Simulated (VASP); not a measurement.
# HC6 in VASP: a series of runs

Runs on HC6. Level: PBE. Tasks: single point.

Program: VASP 6.6.1. These are calculated values, not measurements. Logs are shortened: lines on timing, memory, paths and dates and some standing lists are left out, and cuts for length are marked.

**1. The cell of the first run**

The cell holds a wire or tube with vacuum around it, 14 atoms: a = 4.933 Å, b = 8.522 Å, c = 22.942 Å, α = 90.00°, β = 90.00°, γ = 90.00°.

**2. Single point, PBE**

The input, INCAR:

```
  PREC = Accurate
  ENCUT = 520
  EDIFF = 1E-6
  ISMEAR = 0
  SIGMA = 0.1
  LREAL = F
  LASPH = T
  NELM = 80
  ALGO = Normal
  ISIF = 2
  LWAVE = F
  LCHARG = F
  LDIPOL = T
  IDIPOL = 3
  DIPOL = 0.5 0.5 0.321
  GGA = PE
  NBANDS = 38
```

The input, KPOINTS:

```
Automatic mesh
0
Gamma
  6 3 1
```

The input, POSCAR:

```
HC6
1.0
    4.9326910638      0.0000000000      0.0000000000
    0.0000000000      8.5222964205      0.0000000000
    0.0000000000      0.0000000000     22.9416055954
C H
12 2
Direct
    0.0000000000      0.0000000000      0.1743557130
    0.5000000000      0.0000000000      0.1743557130
    0.2500000000      0.0000000000      0.2053898368
    0.7500000000      0.0000000000      0.2053898368
    0.2500000000      0.0000000000      0.2674580844
    0.7500000000      0.0000000000      0.2674580844
    0.0000000000      0.0000000000      0.2977124344
    0.5000000000      0.0000000000      0.2977124344
    0.0000000000      0.0000000000      0.3626190265
    0.5000000000      0.0000000000      0.3626190265
    0.2500000000      0.0000000000      0.3897550046
    0.7500000000      0.0000000000      0.3897550046
    0.1302884688      0.0000000000      0.5466751463
    0.3697115312      0.0000000000      0.5466751463
```

Potentials or basis: VASP PAW PBE potentials, release 64 (C, H).

On the command line:

```
$ cat potpaw_PBE.64/C/POTCAR potpaw_PBE.64/H/POTCAR > POTCAR
$ mpirun -np 1 vasp_std > vasp.out
```

OUTCAR:

```text
PREC = Accurate
   ENCUT = 520
   EDIFF = 1E-6
   ISMEAR = 0
   LREAL = F
   LASPH = T
   NELM = 80
   ISIF = 2
   GGA = PE

 ion  position               nearest neighbor table
   1  0.000  0.000  0.174-   3 1.42   4 1.42
   2  0.500  0.000  0.174-   3 1.42   4 1.42
   3  0.250  0.000  0.205-   5 1.42   2 1.42   1 1.42
   4  0.750  0.000  0.205-   6 1.42   2 1.42   1 1.42
   5  0.250  0.000  0.267-   7 1.42   8 1.42   3 1.42
   6  0.750  0.000  0.267-   7 1.42   8 1.42   4 1.42
   7  0.000  0.000  0.298-   5 1.42   6 1.42   9 1.49
   8  0.500  0.000  0.298-   5 1.42   6 1.42  10 1.49
   9  0.000  0.000  0.363-  11 1.38  12 1.38   7 1.49
  10  0.500  0.000  0.363-  11 1.38  12 1.38   8 1.49
  11  0.250  0.000  0.390-   9 1.38  10 1.38
  12  0.750  0.000  0.390-   9 1.38  10 1.38
  13  0.130  0.000  0.547-
  14  0.370  0.000  0.547-

  LATTYP: Found a simple orthorhombic cell.
 ALAT       =     4.9326910638
 B/A-ratio  =     1.7277174488
 C/A-ratio  =     4.6509309622

  Lattice vectors:

 A1 = (   4.9326910638,   0.0000000000,   0.0000000000)
 A2 = (   0.0000000000,   8.5222964205,   0.0000000000)
 A3 = (   0.0000000000,   0.0000000000,  22.9416055954)

Analysis of symmetry for initial positions (statically):
=====================================================================
 Subroutine PRICEL returns:
 Original cell was already a primitive cell.

 Routine SETGRP: Setting up the symmetry group for a
 simple orthorhombic supercell.

 Subroutine GETGRP returns: Found  4 space group operations
 (whereof  2 operations were pure point group operations)
 out of a pool of  8 trial point group operations.

The static configuration has the point symmetry C_1h.
 The point group associated with its full space group is C_2v.

Analysis of symmetry for dynamics (positions and initial velocities):
=====================================================================
 Subroutine PRICEL returns:
 Original cell was already a primitive cell.

 Routine SETGRP: Setting up the symmetry group for a
 simple orthorhombic supercell.

 Subroutine GETGRP returns: Found  4 space group operations
 (whereof  2 operations were pure point group operations)
 out of a pool of  8 trial point group operations.

The dynamic configuration has the point symmetry C_1h.
 The point group associated with its full space group is C_2v.

 Subroutine INISYM returns: Found  4 space group operations
 (whereof  2 operations are pure point group operations),
 and found     1 'primitive' translations

----------------------------------------------------------------------------------------

                                     Primitive cell

  volume of cell :     964.4159

  direct lattice vectors                    reciprocal lattice vectors
     4.932691064  0.000000000  0.000000000     0.202729096  0.000000000  0.000000000
     0.000000000  8.522296421  0.000000000     0.000000000  0.117339265  0.000000000
     0.000000000  0.000000000 22.941605595     0.000000000  0.000000000  0.043588928

  length of vectors
     4.932691064  8.522296421 22.941605595     0.202729096  0.117339265  0.043588928

  position of ions in fractional coordinates (direct lattice)
     0.000000000  0.000000000  0.174355713
     0.500000000  0.000000000  0.174355713
     0.250000000  0.000000000  0.205389837
     0.750000000  0.000000000  0.205389837
     0.250000000  0.000000000  0.267458084
     0.750000000  0.000000000  0.267458084
     0.000000000  0.000000000  0.297712434
     0.500000000  0.000000000  0.297712434
     0.000000000  0.000000000  0.362619026
     0.500000000  0.000000000  0.362619026
     0.250000000  0.000000000  0.389755005
     0.750000000  0.000000000  0.389755005
     0.130288469  0.000000000  0.546675146
     0.369711531  0.000000000  0.546675146

  ion indices of the primitive-cell ions
   primitive index   ion index
                 1           1
                 2           2
                 3           3
                 4           4
                 5           5
                 6           6
                 7           7
                 8           8
                 9           9
                10          10
                11          11
                12          12
                13          13
                14          14

----------------------------------------------------------------------------------------

 KPOINTS: Automatic mesh

Automatic generation of k-mesh.
 Grid dimensions read from file:
 generate k-points for:    6    3    1

 Generating k-lattice:

  Cartesian coordinates                     Fractional coordinates (reciprocal lattice)
     0.033788183  0.000000000  0.000000000     0.166666667  0.000000000  0.000000000
     0.000000000  0.039113088  0.000000000     0.000000000  0.333333333  0.000000000
     0.000000000  0.000000000  0.043588928     0.000000000  0.000000000  1.000000000

  Length of vectors
     0.033788183  0.039113088  0.043588928

  Shift w.r.t. Gamma in fractional coordinates (k-lattice)
     0.000000000  0.000000000  0.000000000

 Subroutine IBZKPT returns following result:
 ===========================================

 Found      8 irreducible k-points:

 Following reciprocal coordinates:
            Coordinates               Weight
  0.000000  0.000000  0.000000      1.000000
  0.166667  0.000000  0.000000      2.000000
  0.333333  0.000000  0.000000      2.000000
  0.500000  0.000000  0.000000      1.000000
  0.000000  0.333333  0.000000      2.000000
  0.166667  0.333333  0.000000      4.000000
  0.333333  0.333333  0.000000      4.000000
  0.500000  0.333333  0.000000      2.000000
   k-points           NKPTS =      8   k-points in BZ     NKDIM =      8   number of bands    NBANDS=     38
   number of dos      NEDOS =    301   number of ions     NIONS =     14
   total plane-waves  NPLWV = 460800
   dimension x,y,z NGX =    40 NGY =   64 NGZ =  180
   dimension x,y,z NGXF=    80 NGYF=  128 NGZF=  360
   ions per type =              12   2
   NGX,Y,Z   is equivalent  to a cutoff of  13.48, 12.48, 13.04 a.u.
   NGXF,Y,Z  is equivalent  to a cutoff of  26.96, 24.97, 26.09 a.u.
 SYSTEM =  unknown system
   PREC   = accura    normal or accurate (medium, high low for compatibility)
   ISTART =      0    job   : 0-new  1-cont  2-samecut
   ICHARG =      2    charge: 1-file 2-atom 10-const
   ISPIN  =      1    spin polarized calculation?
   LNONCOLLINEAR =      F non collinear calculations
   LSORBIT =      F    spin-orbit coupling
   LASPH  =      T    aspherical Exc in radial PAW
   ENCUT  =  520.0 eV  38.22 Ry    6.18 a.u.   9.17 15.85 42.66*2*pi/ulx,y,z
   NELM   =     80;   NELMIN=  2; NELMDL= -5     # of ELM steps
   EDIFF  = 0.1E-05   stopping-criterion for ELM
   LREAL  =      F    real-space projection
   EDIFFG = 0.1E-04   stopping-criterion for IOM
   NSW    =      0    number of steps for IOM
   IBRION =     -1    ionic relax: 0-MD 1-quasi-New 2-CG
   NFREE  =      0    steps in history (QN), initial steepest desc. (CG)
   ISIF   =      2    stress and relaxation
   ISYM   =      2    0-nonsym 1-usesym 2-fastsym
   POTIM  = 0.5000    time-step for ionic-motion
   TEBEG  =    0.0;   TEEND  =   0.0 temperature during run
   PSTRESS=    0.0 pullay stress
   NELECT =      50.0000    total number of electrons
   NUPDOWN=      -1.0000    fix difference up-down
   EMIN   =  10.00;   EMAX   =-10.00  energy-range for DOS
   EFERMI =   0.00;   METHOD = LEGACY
   ISMEAR =     0;   SIGMA  =   0.10  broadening in eV -4-tet -1-fermi 0-gaus
   EFERMI_NEDOS =   21; number of points for ismear=-14 and -15
   IALGO  =     38    algorithm
   IMIX   =      4    mixing-type and parameters
     AMIX     =   0.40;   BMIX     =  1.00
     AMIX_MAG =   1.60;   BMIX_MAG =  1.00
  volume/ion in A,a.u.               =      68.89       464.87
  Fermi-wavevector in a.u.,A,eV,Ry     =   0.610441  1.153565  5.070043  0.372638
  Thomas-Fermi vector in A             =   1.666002
   LORBIT       =      0    0 simple, 1 ext, 2 COOP (PROOUT), +10 PAW based schemes
   GGA     = PE    functional components
   LHFCALC =     F    Hartree Fock is set to
   AEXX    =    0.0000 exact exchange contribution
   IVDW    =     0    specifies the selected vdW correction
   LEPSILON=     F    determine dielectric tensor
   LRPA    =     F    only Hartree local field effects (RPA)
 non-spin polarized calculation
 Gauss-broadening in eV      SIGMA  =   0.10
  energy-cutoff  :      520.00
  volume of cell :      964.42
 maximum number of plane-waves:     25994
 NGX is ok and might be reduce to    40
   NGX = 19   NGY = 31   NGZ = 85

 dipolmoment           0.000000      0.000000      0.016143 electrons x Angstroem

 number of electron      50.0000005 magnetization

 dipolmoment           0.000000      0.000000     -0.094799 electrons x Angstroem

 Free energy of the ion-electron system (eV)
  ---------------------------------------------------
  ext. energy  EPLUGINS =         0.00000000
  ---------------------------------------------------
  free energy    TOTEN  =      -103.16356602 eV

  energy without entropy =     -103.10187653  energy(sigma->0) =     -103.13272127

 E-fermi :  -4.7774     XC(G=0):  -2.0871

 val. band max:       -4.8238272192   @ k =   0.5000   0.3333   0.0000
 cond. band min:      -4.7317834528   @ k =   0.5000   0.0000   0.0000
 fundamental gap:      0.0920437664
 Fermi energy:        -4.7774214333

 k-point     1 :       0.0000    0.0000    0.0000
  band No.  band energies     occupation
      1     -23.3804      2.00000
      2     -21.6901      2.00000
      3     -19.3518      2.00000
      4     -19.2204      2.00000
      5     -19.1697      2.00000
      6     -17.5511      2.00000
[... 29 lines left out ...]
     36       1.3699      0.00000
     37       1.4757      0.00000

 k-point     2 :       0.1667    0.0000    0.0000
  band No.  band energies     occupation
      1     -23.2590      2.00000
      2     -21.5729      2.00000
      3     -20.4102      2.00000
      4     -19.2440      2.00000
      5     -18.9033      2.00000
      6     -17.5234      2.00000
[... 29 lines left out ...]
     36       1.5029      0.00000
     37       1.6363      0.00000

 k-point     3 :       0.3333    0.0000    0.0000
  band No.  band energies     occupation
      1     -22.8957      2.00000
      2     -21.4607      2.00000
      3     -21.2226      2.00000
      4     -19.8481      2.00000
      5     -18.9213      2.00000
      6     -17.6415      2.00000
[... 29 lines left out ...]
     36       1.7439      0.00000
     37       2.1017      0.00000
[... 121 lines left out ...]
 k-point     7 :       0.3333    0.3333    0.0000
  band No.  band energies     occupation
      1     -22.8957      2.00000
      2     -21.4607      2.00000
      3     -21.2226      2.00000
      4     -19.8481      2.00000
      5     -18.9213      2.00000
      6     -17.6415      2.00000
[... 29 lines left out ...]
     36       1.8278      0.00000
     37       1.9563      0.00000

 k-point     8 :       0.5000    0.3333    0.0000
  band No.  band energies     occupation
      1     -22.2950      2.00000
      2     -22.2930      2.00000
      3     -20.6460      2.00000
      4     -20.6414      2.00000
      5     -18.3872      2.00000
      6     -18.3842      2.00000
[... 29 lines left out ...]
     36       2.2744      0.00000
     37       2.3835      0.00000
 [bands above 37 left out]

------------------------ aborting loop because EDIFF is reached ----------------------------------------

 vacuum level on the upper side and lower side of the slab       (xc-potential included)        -0.238         0.170

  FORCE on cell =-STRESS in cart. coord.  units (eV):
  Direction    XX          YY          ZZ          XY          YZ          ZX
  --------------------------------------------------------------------------------------
  -------------------------------------------------------------------------------------
  Total       -5.5907153     -0.0506156      2.1703347      0.0000000      0.0000000      0.0000000
  in kB       -9.2878160     -0.0840874      3.6055618      0.0000000      0.0000000      0.0000000
  external PRESSURE =      -1.9221139 kB  Pullay stress =       0.0000000 kB

 VOLUME and BASIS-vectors are now :
 -----------------------------------------------------------------------------
  energy-cutoff  :      520.00
  volume of cell :      964.42
      direct lattice vectors                 reciprocal lattice vectors
     4.932691064  0.000000000  0.000000000     0.202729096  0.000000000  0.000000000
     0.000000000  8.522296421  0.000000000     0.000000000  0.117339265  0.000000000
     0.000000000  0.000000000 22.941605595     0.000000000  0.000000000  0.043588928

 POSITION                                       TOTAL-FORCE (eV/Angst)
 -----------------------------------------------------------------------------------
      0.00000      0.00000      4.00000        -0.005097      0.000000      1.701332
      2.46635      0.00000      4.00000         0.005097      0.000000      1.701332
      1.23317      0.00000      4.71197         0.000000      0.000000     -3.298320
      3.69952      0.00000      4.71197         0.000000      0.000000     -3.290169
      1.23317      0.00000      6.13592         0.000000      0.000000      1.538095
      3.69952      0.00000      6.13592         0.000000      0.000000      1.544013
      0.00000      0.00000      6.83000         0.010209      0.000000      0.006879
      2.46635      0.00000      6.83000        -0.010209      0.000000      0.006879
      0.00000      0.00000      8.31906        -0.002412      0.000000      0.025620
      2.46635      0.00000      8.31906         0.002412      0.000000      0.025620
      1.23317      0.00000      8.94161         0.000000      0.000000     -0.029805
      3.69952      0.00000      8.94161         0.000000      0.000000      0.088166
      0.64267      0.00000     12.54161         4.650607      0.000000     -0.009820
      1.82367      0.00000     12.54161        -4.650607      0.000000     -0.009820
 -----------------------------------------------------------------------------------
    total drift:                                0.000000      0.000000      0.000541

  FREE ENERGIE OF THE ION-ELECTRON SYSTEM (eV)
  ---------------------------------------------------
  free  energy   TOTEN  =      -103.1635660201 eV

  energy  without entropy=     -103.1018765267  energy(sigma->0) =     -103.13272127

 vacuum level on the upper side and lower side of the slab         1.089         1.502
```

Run time: 8.2 min. Hardware: 1 thread of AMD EPYC 9R45 (Zen 5), shared host; peak memory 0.93 GiB.

What came out:

```
Free energy            : -103.1636 eV
Largest force          : 4.651 eV/Å
Band gap on the k mesh : 0.09 eV
```

Forces on the atoms (eV/Å):
```
C   -0.005  0.000  1.701
C    0.005  0.000  1.701
C    0.000  0.000 -3.298
C    0.000  0.000 -3.290
C    0.000  0.000  1.538
C    0.000  0.000  1.544
C    0.010  0.000  0.007
C   -0.010  0.000  0.007
C   -0.002  0.000  0.026
C    0.002  0.000  0.026
C    0.000  0.000 -0.030
C    0.000  0.000  0.088
H    4.651  0.000 -0.010
H   -4.651  0.000 -0.010
```

**3. Single point, PBE**

The input, INCAR:

```
SYSTEM = HC6
PREC = Accurate
ENCUT = 520
EDIFF = 1E-6
ISMEAR = 0
SIGMA = 0.1
LREAL = .FALSE.
LASPH = .TRUE.
NELM = 100
ALGO = Normal
ISIF = 2
LWAVE = .FALSE.
LCHARG = .FALSE.
LDIPOL = .TRUE.
IDIPOL = 3
DIPOL = 0.5 0.5 0.311
GGA = PE
NBANDS = 38
```

The input, KPOINTS:

```
regular mesh
0
G
  6 3 1
  0 0 0
```

Edit POSCAR of step 2 so:

```diff
@@ -20,3 +20,3 @@
     0.7500000000      0.0000000000      0.3897550046
-    0.1302884688      0.0000000000      0.5466751463
-    0.3697115312      0.0000000000      0.5466751463
+    0.0984600008      0.0000000000      0.4791123075
+    0.4015399992      0.0000000000      0.4791123075
```

Potentials or basis: VASP PAW PBE potentials, release 64 (C, H).

On the command line:

```
$ cat potpaw_PBE.64/C/POTCAR potpaw_PBE.64/H/POTCAR > POTCAR
$ mpirun -np 1 vasp_std > vasp.out
```

It took 8.2 min on 1 thread of AMD EPYC 9R45 (Zen 5), shared host; peak memory 0.93 GiB.

Results (log left out):

```yaml
Free_energy: -102.3832 eV
Largest_force: 3.176 eV/Å
Band_gap_on_the_k_mesh: 0.02 eV
```

Forces on the atoms (eV/Å):
```
C   -0.211  0.000  1.560
C    0.211  0.000  1.560
C    0.000  0.000 -3.176
C    0.000  0.000 -2.857
C    0.000  0.000  1.126
C    0.000  0.000  1.402
C    0.237  0.000  0.336
C   -0.237  0.000  0.336
C   -0.172  0.000 -0.350
C    0.172  0.000 -0.350
C    0.000  0.000 -0.345
C    0.000  0.000  2.042
H    2.438  0.000 -0.642
H   -2.438  0.000 -0.642
```

Levels at points of the mesh, in eV from the valence-band top:
| k point | band 23 | band 24 | band 25 | band 26 | band 27 | band 28 |
| --- | --- | --- | --- | --- | --- | --- |
| (0.00, 0.00, 0.00) | -0.91 | -0.24 | -0.12 | 0.13 | 0.90 | 0.97 |
| (0.50, 0.00, 0.00) | -1.72 | -0.68 | 0.00 | 0.02 | 0.20 | 1.84 |

**4. Single point, PBE**

The input, INCAR:

```
SYSTEM = HC6
ALGO = Normal
DIPOL = 0.5 0.5 0.305
EDIFF = 1E-6
ENCUT = 520
GGA = PE
IDIPOL = 3
ISIF = 2
ISMEAR = 0
LASPH = .True.
LCHARG = .False.
LDIPOL = .True.
LREAL = .False.
LWAVE = .False.
NBANDS = 38
NELM = 80
PREC = Accurate
SIGMA = 0.1
```

The input, KPOINTS:

```
k-points
0
Gamma
  6 3 1
  0 0 0
```

Edit POSCAR of step 3 so:

```diff
@@ -20,3 +20,3 @@
     0.7500000000      0.0000000000      0.3897550046
-    0.0984600008      0.0000000000      0.4791123075
-    0.4015399992      0.0000000000      0.4791123075
+    0.1739765890      0.0000000000      0.4372669364
+    0.3260234110      0.0000000000      0.4372669364
```

On the command line:

```
$ cat potpaw_PBE.64/C/POTCAR potpaw_PBE.64/H/POTCAR > POTCAR
$ mpirun -np 1 vasp_std > vasp.out
```

It took 7 min on 1 thread of Intel Xeon 6975P-C (Granite Rapids), shared host; peak memory 0.97 GiB.

The run converged. Its results:

```yaml
Free_energy: -104.3517 eV
Largest_force: 4.144 eV/Å
Band_gap_on_the_k_mesh: zero (bands 25 and 26 overlap by 0.02 eV)
```

Forces on the atoms (eV/Å):
```
C   -0.316  0.000  2.060
C    0.316  0.000  2.060
C    0.000  0.000 -4.009
C    0.000  0.000 -3.037
C    0.000  0.000  1.361
C    0.000  0.000  1.465
C    0.236  0.000  0.626
C   -0.236  0.000  0.626
C   -2.101  0.000 -1.660
C    2.101  0.000 -1.660
C    0.000  0.000 -2.585
C    0.000  0.000  2.091
H   -3.925  0.000  1.330
H    3.925  0.000  1.330
```

Levels at points of the mesh, in eV from the Fermi level:
```
           k point  band 22  band 23  band 24  band 25  band 26  band 27  band 28  band 29
(0.00, 0.00, 0.00)    -2.13    -0.56    -0.33    -0.19     0.15     0.91     2.19     2.80
(0.50, 0.00, 0.00)    -1.98    -1.60    -0.21    -0.07    -0.05     2.37     3.03     3.15
```

**5. Overview**

| cell | gap on the mesh (eV) | largest force (eV/Å) |
| --- | --- | --- |
| as given, atomic positions A | 0.09 | 4.65 |
| as given, atomic positions B | 0.02 | 3.18 |
| as given, atomic positions C | none | 4.14 |

Alike in all rows: task single point; level PBE; potentials or basis VASP PAW PBE potentials, release 64 (C, H); no spin polarisation; k mesh 6 × 3 × 1; cutoff (eV) 520; smearing gaussian 0.1 eV.

Absolute energies hang on the potentials; compare differences alone.
